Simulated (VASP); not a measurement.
# Rb in VASP: a series of runs

Rb is run at these levels: PBEsol; tasks: single point.

Everything below comes from runs of VASP 6.6.1. Logs are shortened: lines on timing, memory, paths and dates and some standing lists are left out, and cuts for length are marked.

### 1 The cell of the first run

The cell holds a wire with vacuum, 1 atom: a = 9.000 Å, b = 9.300 Å, c = 4.369 Å, α = 90.00°, β = 90.00°, γ = 90.00°.

### 2 Single point, PBEsol, collinear spin, ferromagnetic start

INCAR reads:

```
SYSTEM = Rb
ALGO     = Fast           ! electronic algorithm
EDIFF    = 1E-7           ! SCF threshold, eV
ENCUT    = 520            ! plane-wave cutoff, eV
GGA      = PS             ! functional
ISIF     = 2              ! what is computed and relaxed
ISMEAR   = 0              ! smearing method
ISPIN    = 2              ! spin polarisation
LASPH    = .TRUE.         ! aspherical terms in the spheres
LCHARG   = .FALSE.        ! write CHGCAR
LORBIT   = 11             ! projections on sites
LREAL    = .FALSE.        ! projectors in reciprocal space
LWAVE    = .FALSE.        ! write WAVECAR
MAGMOM   = 0.5            ! initial moments
NBANDS   = 14             ! bands
NELM     = 150            ! most SCF steps
PREC     = Accurate       ! precision mode
SIGMA    = 0.05           ! smearing width, eV
```

KPOINTS reads:

```
k-points
0
G
  1 1 15
  0 0 0
```

POSCAR reads:

```
Rb
1.0
    9.0000000000      0.0000000000      0.0000000000
    0.0000000000      9.3000000000      0.0000000000
    0.0000000000      0.0000000000      4.3686651494
Rb
1
Direct
    0.5000000000      0.5000000000      0.0000000000
```

Potentials or basis: VASP PAW PBE potentials, release 64 (Rb_sv).

Launch:

```bash
$ cat potpaw_PBE.64/Rb_sv/POTCAR > POTCAR
$ mpirun -np 1 vasp_std > vasp.out
```

OUTCAR:

```text
SYSTEM = Rb
   EDIFF = 1E-7
   ENCUT = 520
   GGA = PS
   ISIF = 2
   ISMEAR = 0
   ISPIN = 2
   LASPH = .TRUE.
   LORBIT = 11
   LREAL = .FALSE.
   NELM = 150
   PREC = Accurate

 ion  position               nearest neighbor table
   1  0.500  0.500  0.000-

  LATTYP: Found a simple orthorhombic cell.
 ALAT       =     4.3686651494
 B/A-ratio  =     2.0601258490
 C/A-ratio  =     2.1287967107

  Lattice vectors:

 A1 = (   0.0000000000,   0.0000000000,   4.3686651494)
 A2 = (   9.0000000000,   0.0000000000,   0.0000000000)
 A3 = (   0.0000000000,   9.3000000000,   0.0000000000)

Analysis of symmetry for initial positions (statically):
=====================================================================
 Subroutine PRICEL returns:
 Original cell was already a primitive cell.

 Routine SETGRP: Setting up the symmetry group for a
 simple orthorhombic supercell.

 Subroutine GETGRP returns: Found  8 space group operations
 (whereof  8 operations were pure point group operations)
 out of a pool of  8 trial point group operations.

The static configuration has the point symmetry D_2h.

Analysis of symmetry for dynamics (positions and initial velocities):
=====================================================================
 Subroutine PRICEL returns:
 Original cell was already a primitive cell.

 Routine SETGRP: Setting up the symmetry group for a
 simple orthorhombic supercell.

 Subroutine GETGRP returns: Found  8 space group operations
 (whereof  8 operations were pure point group operations)
 out of a pool of  8 trial point group operations.

The dynamic configuration has the point symmetry D_2h.

Analysis of structural, dynamic, and magnetic symmetry:
=====================================================================
 Subroutine PRICEL returns:
 Original cell was already a primitive cell.

 Routine SETGRP: Setting up the symmetry group for a
 simple orthorhombic supercell.

 Subroutine GETGRP returns: Found  8 space group operations
 (whereof  8 operations were pure point group operations)
 out of a pool of  8 trial point group operations.

The overall configuration has the point symmetry D_2h.

 Subroutine INISYM returns: Found  8 space group operations
 (whereof  8 operations are pure point group operations),
 and found     1 'primitive' translations

----------------------------------------------------------------------------------------

                                     Primitive cell

  volume of cell :     365.6573

  direct lattice vectors                    reciprocal lattice vectors
     9.000000000  0.000000000  0.000000000     0.111111111  0.000000000  0.000000000
     0.000000000  9.300000000  0.000000000     0.000000000  0.107526882  0.000000000
     0.000000000  0.000000000  4.368665149     0.000000000  0.000000000  0.228902872

  length of vectors
     9.000000000  9.300000000  4.368665149     0.111111111  0.107526882  0.228902872

  position of ions in fractional coordinates (direct lattice)
     0.500000000  0.500000000  0.000000000

  ion indices of the primitive-cell ions
   primitive index   ion index
                 1           1

----------------------------------------------------------------------------------------

 KPOINTS: k-points

Automatic generation of k-mesh.
 Grid dimensions read from file:
 generate k-points for:    1    1   15

 Generating k-lattice:

  Cartesian coordinates                     Fractional coordinates (reciprocal lattice)
     0.111111111  0.000000000  0.000000000     1.000000000  0.000000000  0.000000000
     0.000000000  0.107526882  0.000000000     0.000000000  1.000000000  0.000000000
     0.000000000  0.000000000  0.015260191     0.000000000  0.000000000  0.066666667

  Length of vectors
     0.111111111  0.107526882  0.015260191

  Shift w.r.t. Gamma in fractional coordinates (k-lattice)
     0.000000000  0.000000000  0.000000000

 Subroutine IBZKPT returns following result:
 ===========================================

 Found      8 irreducible k-points:

 Following reciprocal coordinates:
            Coordinates               Weight
  0.000000  0.000000  0.000000      1.000000
  0.000000  0.000000  0.066667      2.000000
  0.000000  0.000000  0.133333      2.000000
  0.000000  0.000000  0.200000      2.000000
  0.000000  0.000000  0.266667      2.000000
  0.000000  0.000000  0.333333      2.000000
  0.000000  0.000000  0.400000      2.000000
  0.000000  0.000000  0.466667      2.000000
   k-points           NKPTS =      8   k-points in BZ     NKDIM =      8   number of bands    NBANDS=     14
   number of dos      NEDOS =    301   number of ions     NIONS =      1
   total plane-waves  NPLWV = 156800
   dimension x,y,z NGX =    70 NGY =   70 NGZ =   32
   dimension x,y,z NGXF=   140 NGYF=  140 NGZF=   64
   ions per type =               1
   NGX,Y,Z   is equivalent  to a cutoff of  12.93, 12.51, 12.18 a.u.
   NGXF,Y,Z  is equivalent  to a cutoff of  25.86, 25.03, 24.35 a.u.
 SYSTEM =  Rb
   PREC   = accura    normal or accurate (medium, high low for compatibility)
   ISTART =      0    job   : 0-new  1-cont  2-samecut
   ICHARG =      2    charge: 1-file 2-atom 10-const
   ISPIN  =      2    spin polarized calculation?
   LNONCOLLINEAR =      F non collinear calculations
   LSORBIT =      F    spin-orbit coupling
   LASPH  =      T    aspherical Exc in radial PAW
   ENCUT  =  520.0 eV  38.22 Ry    6.18 a.u.  16.73 17.29  8.12*2*pi/ulx,y,z
   NELM   =    150;   NELMIN=  2; NELMDL= -5     # of ELM steps
   EDIFF  = 0.1E-06   stopping-criterion for ELM
   LREAL  =      F    real-space projection
   EDIFFG = 0.1E-05   stopping-criterion for IOM
   NSW    =      0    number of steps for IOM
   IBRION =     -1    ionic relax: 0-MD 1-quasi-New 2-CG
   NFREE  =      0    steps in history (QN), initial steepest desc. (CG)
   ISIF   =      2    stress and relaxation
   ISYM   =      2    0-nonsym 1-usesym 2-fastsym
   POTIM  = 0.5000    time-step for ionic-motion
   TEBEG  =    0.0;   TEEND  =   0.0 temperature during run
   PSTRESS=    0.0 pullay stress
   NELECT =       9.0000    total number of electrons
   NUPDOWN=      -1.0000    fix difference up-down
   EMIN   =  10.00;   EMAX   =-10.00  energy-range for DOS
   EFERMI =   0.00;   METHOD = LEGACY
   ISMEAR =     0;   SIGMA  =   0.05  broadening in eV -4-tet -1-fermi 0-gaus
   EFERMI_NEDOS =   21; number of points for ismear=-14 and -15
   IALGO  =     68    algorithm
   IMIX   =      4    mixing-type and parameters
     AMIX     =   0.40;   BMIX     =  1.00
     AMIX_MAG =   1.60;   BMIX_MAG =  1.00
  volume/ion in A,a.u.               =     365.66      2467.58
  Fermi-wavevector in a.u.,A,eV,Ry     =   0.476209  0.899905  3.085461  0.226775
  Thomas-Fermi vector in A             =   1.471474
   LORBIT       =     11    0 simple, 1 ext, 2 COOP (PROOUT), +10 PAW based schemes
   GGA     = PS    functional components
   LHFCALC =     F    Hartree Fock is set to
   AEXX    =    0.0000 exact exchange contribution
   IVDW    =     0    specifies the selected vdW correction
   LEPSILON=     F    determine dielectric tensor
   LRPA    =     F    only Hartree local field effects (RPA)
 spin polarized calculation
 RMM-DIIS sequential band-by-band and
 Gauss-broadening in eV      SIGMA  =   0.05
  energy-cutoff  :      520.00
  volume of cell :      365.66
 maximum number of plane-waves:      9878
 NGX is ok and might be reduce to    70
   NGX = 33   NGY = 35   NGZ = 17

 number of electron       9.0000000 magnetization       0.0018111

 Free energy of the ion-electron system (eV)
  ---------------------------------------------------
  ext. energy  EPLUGINS =         0.00000000
  ---------------------------------------------------
  free energy    TOTEN  =        -0.64589582 eV

  energy without entropy =       -0.64290033  energy(sigma->0) =       -0.64439807

 E-fermi :  -1.8016     XC(G=0):  -2.6321

 val. band max:       -2.0843411233   @ k =   0.0000   0.0000   0.2000
 cond. band min:      -1.7784346224   @ k =   0.0000   0.0000   0.2667
 fundamental gap:      0.3059065009
 Fermi energy:        -1.8016191916

 spin component 1

 k-point     1 :       0.0000    0.0000    0.0000
  band No.  band energies     occupation
      1     -31.1529      1.00000
      2     -15.2475      1.00000
      3     -15.2450      1.00000
      4     -15.1247      1.00000
      5      -2.5096      1.00000
      6      -0.2537      0.00000
      7      -0.1891      0.00000
      8      -0.1696      0.00000
      9      -0.0258      0.00000
     10       0.8172      0.00000
     11       1.5079      0.00000
     12       2.1197      0.00000
     13       2.1790      0.00000
     14       2.7856      0.00000
[... 103 lines left out ...]
 k-point     8 :       0.0000    0.0000    0.4667
  band No.  band energies     occupation
      1     -31.1439      1.00000
      2     -15.3165      1.00000
      3     -15.2265      1.00000
      4     -15.2240      1.00000
      5      -0.5089      0.00000
      6      -0.0080      0.00000
      7       0.2197      0.00000
      8       0.2457      0.00000
      9       1.4427      0.00000
     10       1.8367      0.00000
     11       1.9304      0.00000
     12       1.9325      0.00000
     13       2.0288      0.00000
     14       2.2997      0.00000
 Fermi energy:        -1.8016191916

 spin component 2

 k-point     1 :       0.0000    0.0000    0.0000
  band No.  band energies     occupation
      1     -31.1528      1.00000
      2     -15.2474      1.00000
      3     -15.2449      1.00000
      4     -15.1246      1.00000
      5      -2.5082      1.00000
      6      -0.2524      0.00000
      7      -0.1881      0.00000
      8      -0.1683      0.00000
      9      -0.0246      0.00000
     10       0.8182      0.00000
     11       1.5081      0.00000
     12       2.1206      0.00000
     13       2.1799      0.00000
     14       2.7855      0.00000
[... 103 lines left out ...]
 k-point     8 :       0.0000    0.0000    0.4667
  band No.  band energies     occupation
      1     -31.1438      1.00000
      2     -15.3163      1.00000
      3     -15.2264      1.00000
      4     -15.2239      1.00000
      5      -0.5076      0.00000
      6      -0.0068      0.00000
      7       0.2210      0.00000
      8       0.2471      0.00000
      9       1.4436      0.00000
     10       1.8377      0.00000
     11       1.9314      0.00000
     12       1.9333      0.00000
     13       2.0296      0.00000
     14       2.3011      0.00000

------------------------ aborting loop because EDIFF is reached ----------------------------------------

  FORCE on cell =-STRESS in cart. coord.  units (eV):
  Direction    XX          YY          ZZ          XY          YZ          ZX
  --------------------------------------------------------------------------------------
  -------------------------------------------------------------------------------------
  Total       -0.3907836     -0.3206286      0.1583304      0.0000000      0.0000000      0.0000000
  in kB       -1.7122717     -1.4048781      0.6937462      0.0000000      0.0000000      0.0000000
  external PRESSURE =      -0.8078012 kB  Pullay stress =       0.0000000 kB

 VOLUME and BASIS-vectors are now :
 -----------------------------------------------------------------------------
  energy-cutoff  :      520.00
  volume of cell :      365.66
      direct lattice vectors                 reciprocal lattice vectors
     9.000000000  0.000000000  0.000000000     0.111111111  0.000000000  0.000000000
     0.000000000  9.300000000  0.000000000     0.000000000  0.107526882  0.000000000
     0.000000000  0.000000000  4.368665149     0.000000000  0.000000000  0.228902872

 POSITION                                       TOTAL-FORCE (eV/Angst)
 -----------------------------------------------------------------------------------
      4.50000      4.65000      0.00000         0.000000      0.000000      0.000000
 -----------------------------------------------------------------------------------
    total drift:                                0.000000      0.000000      0.000000

  FREE ENERGIE OF THE ION-ELECTRON SYSTEM (eV)
  ---------------------------------------------------
  free  energy   TOTEN  =        -0.6458958198 eV

  energy  without entropy=       -0.6429003258  energy(sigma->0) =       -0.64439807

 total charge

# of ion       s       p       d       tot
------------------------------------------
    1        1.970   5.313   0.003   7.287

 magnetization (x)

# of ion       s       p       d       tot
------------------------------------------
    1        0.000   0.000   0.000   0.000
```

Run time: 2.9 min. Hardware: 1 thread of Intel Xeon Platinum 8488C (Sapphire Rapids), shared host; peak memory 0.5 GiB.

Results:

- Free energy: -0.6459 eV
- Net moment: 0.00 μB per cell
- Valence electrons inside the program's atomic spheres: Rb 7.29

Levels at points of the mesh, in eV from the Fermi level:
Spin up:
| k point | band 1 | band 2 | band 3 | band 4 | band 5 | band 6 | band 7 | band 8 |
| --- | --- | --- | --- | --- | --- | --- | --- | --- |
| (0.00, 0.00, 0.00) | -29.35 | -13.45 | -13.44 | -13.32 | -0.71 | 1.55 | 1.61 | 1.63 |
Spin down:
| k point | band 1 | band 2 | band 3 | band 4 | band 5 | band 6 | band 7 | band 8 | band 9 |
| --- | --- | --- | --- | --- | --- | --- | --- | --- | --- |
| (0.00, 0.00, 0.00) | -29.35 | -13.45 | -13.44 | -13.32 | -0.71 | 1.55 | 1.61 | 1.63 | 1.78 |

Caveat: the PAW data sets were made with another functional, which shifts forces and pressure a little.

(Part 1 of 2 ends here.)
